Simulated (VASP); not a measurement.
# Ir (Fm-3m) in VASP: single point with PBE

Aim: the single point of Ir with PBE.

Everything below comes from runs of VASP 6.6.1. Logs are shortened: lines on timing, memory, paths and dates and some standing lists are left out, and cuts for length are marked.

### Step 1. The cell of the first run

Symmetry: Fm-3m, No. 225, cubic system. Conventional cell: a = 3.876 Å, b = 3.876 Å, c = 3.876 Å, α = 90.00°, β = 90.00°, γ = 90.00°. Within 3.6 Å of Ir (site symmetry m-3m) lie 12 Ir at 2.74 Å.

### Step 2. Single point, PBE

The input, INCAR:

```
PREC = Accurate
ENCUT = 500
EDIFF = 1E-6
ISMEAR = 0
SIGMA = 0.05
LREAL = False
LASPH = True
NELM = 120
ALGO = Normal
ISIF = 2
LWAVE = False
LCHARG = False
GGA = PE
NBANDS = 10
GGA_COMPAT = False
```

The input, KPOINTS:

```
regular mesh
0
Gamma
  8 8 8
```

The input, POSCAR:

```
Ir
1.0
    0.0000000000      1.9379620172      1.9379620172
    1.9379620172      0.0000000000      1.9379620172
    1.9379620172      1.9379620172      0.0000000000
Ir
1
Direct
    0.0000000000      0.0000000000      0.0000000000
```

Potentials or basis: VASP PAW PBE potentials, release 64 (Ir).

Launch:

```sh
> cat potpaw_PBE.64/Ir/POTCAR > POTCAR
> mpirun -np 1 vasp_std > vasp.out
```

OUTCAR:

```text
PREC = Accurate
   ENCUT = 500
   EDIFF = 1E-6
   ISMEAR = 0
   LREAL = False
   LASPH = True
   NELM = 120
   ISIF = 2
   GGA = PE

 ion  position               nearest neighbor table
   1  0.000  0.000  0.000-

  LATTYP: Found a face centered cubic cell.
 ALAT       =     3.8759240344

  Lattice vectors:

 A1 = (   0.0000000000,   1.9379620172,   1.9379620172)
 A2 = (   1.9379620172,   0.0000000000,   1.9379620172)
 A3 = (   1.9379620172,   1.9379620172,   0.0000000000)

Analysis of symmetry for initial positions (statically):
=====================================================================
 Subroutine PRICEL returns:
 Original cell was already a primitive cell.

 Routine SETGRP: Setting up the symmetry group for a
 face centered cubic supercell.

 Subroutine GETGRP returns: Found 48 space group operations
 (whereof 48 operations were pure point group operations)
 out of a pool of 48 trial point group operations.

The static configuration has the point symmetry O_h .

Analysis of symmetry for dynamics (positions and initial velocities):
=====================================================================
 Subroutine PRICEL returns:
 Original cell was already a primitive cell.

 Routine SETGRP: Setting up the symmetry group for a
 face centered cubic supercell.

 Subroutine GETGRP returns: Found 48 space group operations
 (whereof 48 operations were pure point group operations)
 out of a pool of 48 trial point group operations.

The dynamic configuration has the point symmetry O_h .

 Subroutine INISYM returns: Found 48 space group operations
 (whereof 48 operations are pure point group operations),
 and found     1 'primitive' translations

----------------------------------------------------------------------------------------

                                     Primitive cell

  volume of cell :      14.5568

  direct lattice vectors                    reciprocal lattice vectors
     0.000000000  1.937962017  1.937962017    -0.258002993  0.258002993  0.258002993
     1.937962017  0.000000000  1.937962017     0.258002993 -0.258002993  0.258002993
     1.937962017  1.937962017  0.000000000     0.258002993  0.258002993 -0.258002993

  length of vectors
     2.740692168  2.740692168  2.740692168     0.446874292  0.446874292  0.446874292

  position of ions in fractional coordinates (direct lattice)
     0.000000000  0.000000000  0.000000000

  ion indices of the primitive-cell ions
   primitive index   ion index
                 1           1

----------------------------------------------------------------------------------------

 KPOINTS: regular mesh

Automatic generation of k-mesh.
 Grid dimensions read from file:
 generate k-points for:    8    8    8

 Generating k-lattice:

  Cartesian coordinates                     Fractional coordinates (reciprocal lattice)
    -0.032250374  0.032250374  0.032250374     0.125000000  0.000000000  0.000000000
     0.032250374 -0.032250374  0.032250374     0.000000000  0.125000000  0.000000000
     0.032250374  0.032250374 -0.032250374     0.000000000  0.000000000  0.125000000

  Length of vectors
     0.055859286  0.055859286  0.055859286

  Shift w.r.t. Gamma in fractional coordinates (k-lattice)
     0.000000000  0.000000000  0.000000000

 Subroutine IBZKPT returns following result:
 ===========================================

 Found     29 irreducible k-points:

 Following reciprocal coordinates:
            Coordinates               Weight
  0.000000  0.000000  0.000000      1.000000
  0.125000  0.000000  0.000000      8.000000
  0.250000  0.000000  0.000000      8.000000
  0.375000  0.000000  0.000000      8.000000
  0.500000  0.000000  0.000000      4.000000
  0.125000  0.125000  0.000000      6.000000
[... 16 lines left out ...]
  0.500000  0.250000  0.125000     48.000000
 -0.375000  0.250000  0.125000     24.000000
 [... further k-points ...]
   k-points           NKPTS =     29   k-points in BZ     NKDIM =     29   number of bands    NBANDS=     10
   number of dos      NEDOS =    301   number of ions     NIONS =      1
   total plane-waves  NPLWV =   8000
   dimension x,y,z NGX =    20 NGY =   20 NGZ =   20
   dimension x,y,z NGXF=    40 NGYF=   40 NGZF=   40
   ions per type =               1
   NGX,Y,Z   is equivalent  to a cutoff of  12.13, 12.13, 12.13 a.u.
   NGXF,Y,Z  is equivalent  to a cutoff of  24.26, 24.26, 24.26 a.u.
 SYSTEM =  unknown system
   PREC   = accura    normal or accurate (medium, high low for compatibility)
   ISTART =      0    job   : 0-new  1-cont  2-samecut
   ICHARG =      2    charge: 1-file 2-atom 10-const
   ISPIN  =      1    spin polarized calculation?
   LNONCOLLINEAR =      F non collinear calculations
   LSORBIT =      F    spin-orbit coupling
   LASPH  =      T    aspherical Exc in radial PAW
   ENCUT  =  500.0 eV  36.75 Ry    6.06 a.u.   5.00  5.00  5.00*2*pi/ulx,y,z
   NELM   =    120;   NELMIN=  2; NELMDL= -5     # of ELM steps
   EDIFF  = 0.1E-05   stopping-criterion for ELM
   LREAL  =      F    real-space projection
   EDIFFG = 0.1E-04   stopping-criterion for IOM
   NSW    =      0    number of steps for IOM
   IBRION =     -1    ionic relax: 0-MD 1-quasi-New 2-CG
   NFREE  =      0    steps in history (QN), initial steepest desc. (CG)
   ISIF   =      2    stress and relaxation
   ISYM   =      2    0-nonsym 1-usesym 2-fastsym
   POTIM  = 0.5000    time-step for ionic-motion
   TEBEG  =    0.0;   TEEND  =   0.0 temperature during run
   PSTRESS=    0.0 pullay stress
   NELECT =       9.0000    total number of electrons
   NUPDOWN=      -1.0000    fix difference up-down
   EMIN   =  10.00;   EMAX   =-10.00  energy-range for DOS
   EFERMI =   0.00;   METHOD = LEGACY
   ISMEAR =     0;   SIGMA  =   0.05  broadening in eV -4-tet -1-fermi 0-gaus
   EFERMI_NEDOS =   21; number of points for ismear=-14 and -15
   IALGO  =     38    algorithm
   IMIX   =      4    mixing-type and parameters
     AMIX     =   0.40;   BMIX     =  1.00
     AMIX_MAG =   1.60;   BMIX_MAG =  1.00
  volume/ion in A,a.u.               =      14.56        98.23
  Fermi-wavevector in a.u.,A,eV,Ry     =   1.394656  2.635518 26.464218  1.945065
  Thomas-Fermi vector in A             =   2.518184
   LORBIT       =      0    0 simple, 1 ext, 2 COOP (PROOUT), +10 PAW based schemes
   GGA     = PE    functional components
   LHFCALC =     F    Hartree Fock is set to
   AEXX    =    0.0000 exact exchange contribution
   IVDW    =     0    specifies the selected vdW correction
   LEPSILON=     F    determine dielectric tensor
   LRPA    =     F    only Hartree local field effects (RPA)
 non-spin polarized calculation
 Gauss-broadening in eV      SIGMA  =   0.05
  energy-cutoff  :      500.00
  volume of cell :       14.56
 maximum number of plane-waves:       380
   NGX =  9   NGY =  9   NGZ =  9

 number of electron       9.0000000 magnetization

 Free energy of the ion-electron system (eV)
  ---------------------------------------------------
  ext. energy  EPLUGINS =         0.00000000
  ---------------------------------------------------
  free energy    TOTEN  =        -8.77870226 eV

  energy without entropy =       -8.77664645  energy(sigma->0) =       -8.77767436

 E-fermi :   9.9724     XC(G=0): -13.8172

 val. band max:        9.9260709785   @ k =  -0.3750   0.1250   0.0000
 cond. band min:       9.9895608738   @ k =  -0.3750   0.2500   0.0000
 fundamental gap:      0.0634898952
 Fermi energy:         9.9724490529

 k-point     1 :       0.0000    0.0000    0.0000
  band No.  band energies     occupation
      1      -0.8971      2.00000
      2       6.1986      2.00000
      3       6.1987      2.00000
      4       6.1987      2.00000
      5       8.7799      2.00000
      6       8.7799      2.00000
      7      24.2789      0.00000
      8      29.7199      0.00000
      9      29.7199      0.00000
     10      29.7199      0.00000

 k-point     2 :       0.1250    0.0000    0.0000
  band No.  band energies     occupation
      1      -0.2443      2.00000
      2       5.8932      2.00000
      3       6.4525      2.00000
      4       6.4525      2.00000
      5       8.6459      2.00000
      6       8.6459      2.00000
      7      25.3318      0.00000
      8      27.1489      0.00000
      9      30.7813      0.00000
     10      30.7813      0.00000

 k-point     3 :       0.2500    0.0000    0.0000
  band No.  band energies     occupation
      1       1.2645      2.00000
      2       5.7037      2.00000
      3       6.6284      2.00000
      4       6.6284      2.00000
      5       8.9567      2.00000
      6       8.9567      2.00000
      7      23.5863      0.00000
      8      26.5270      0.00000
      9      33.2855      0.00000
     10      33.2865      0.00000

 k-point     4 :       0.3750    0.0000    0.0000
  band No.  band energies     occupation
      1       2.0746      2.00000
      2       6.2951      2.00000
      3       6.2951      2.00000
      4       7.3386      2.00000
      5      10.1108      0.00009
      6      10.1108      0.00009
      7      19.5858      0.00000
      8      24.6895      0.00000
      9      31.0536      0.00000
     10      31.0536      0.00000
[... 222 lines left out ...]
 k-point    22 :       0.3750    0.2500    0.1250
  band No.  band energies     occupation
      1       2.6290      2.00000
      2       4.6171      2.00000
      3       6.1283      2.00000
      4       8.1344      2.00000
      5       8.2008      2.00000
      6      10.6711      0.00000
      7      24.0128      0.00000
      8      26.5596      0.00000
      9      28.2899      0.00000
     10      30.3750      0.00000

 k-point    23 :       0.5000    0.2500    0.1250
  band No.  band energies     occupation
      1       3.5117      2.00000
      2       5.1413      2.00000
      3       5.5103      2.00000
      4       7.7615      2.00000
      5       9.7760      2.00000
      6      12.6701      0.00000
      7      19.9250      0.00000
      8      25.0929      0.00000
      9      26.5485      0.00000
     10      31.0585      0.00000

 k-point    24 :      -0.3750    0.2500    0.1250
  band No.  band energies     occupation
      1       3.5434      2.00000
      2       4.9207      2.00000
      3       6.4543      2.00000
      4       7.4593      2.00000
      5      10.4691      0.00000
      6      14.9565      0.00000
      7      16.3582      0.00000
      8      25.4751      0.00000
      9      25.4752      0.00000
     10      29.5015      0.00000

 [... further k-points ...]
[... 5 lines left out ...]
  --------------------------------------------------------------------------------------
  -------------------------------------------------------------------------------------
  Total        0.0298154      0.0298154      0.0298154      0.0000000      0.0000000      0.0000000
  in kB        3.2816028      3.2816028      3.2816028      0.0000000      0.0000000      0.0000000
  external PRESSURE =       3.2816028 kB  Pullay stress =       0.0000000 kB

 VOLUME and BASIS-vectors are now :
 -----------------------------------------------------------------------------
  energy-cutoff  :      500.00
  volume of cell :       14.56
      direct lattice vectors                 reciprocal lattice vectors
     0.000000000  1.937962017  1.937962017    -0.258002993  0.258002993  0.258002993
     1.937962017  0.000000000  1.937962017     0.258002993 -0.258002993  0.258002993
     1.937962017  1.937962017  0.000000000     0.258002993  0.258002993 -0.258002993

 POSITION                                       TOTAL-FORCE (eV/Angst)
 -----------------------------------------------------------------------------------
      0.00000      0.00000      0.00000         0.000000      0.000000      0.000000
 -----------------------------------------------------------------------------------
    total drift:                               -0.000000     -0.000000     -0.000000

  FREE ENERGIE OF THE ION-ELECTRON SYSTEM (eV)
  ---------------------------------------------------
  free  energy   TOTEN  =        -8.7787022641 eV

  energy  without entropy=       -8.7766464540  energy(sigma->0) =       -8.77767436
```

Wall time 4.3 s (1 thread of AMD EPYC 9R45 (Zen 5), shared host); peak memory 0.09 GiB.

Results:

```yaml
Free_energy: -8.7787 eV
Pressure: 0.3 GPa
```

Caveat: spin-orbit coupling is left out, which moves the levels of the heavy elements.
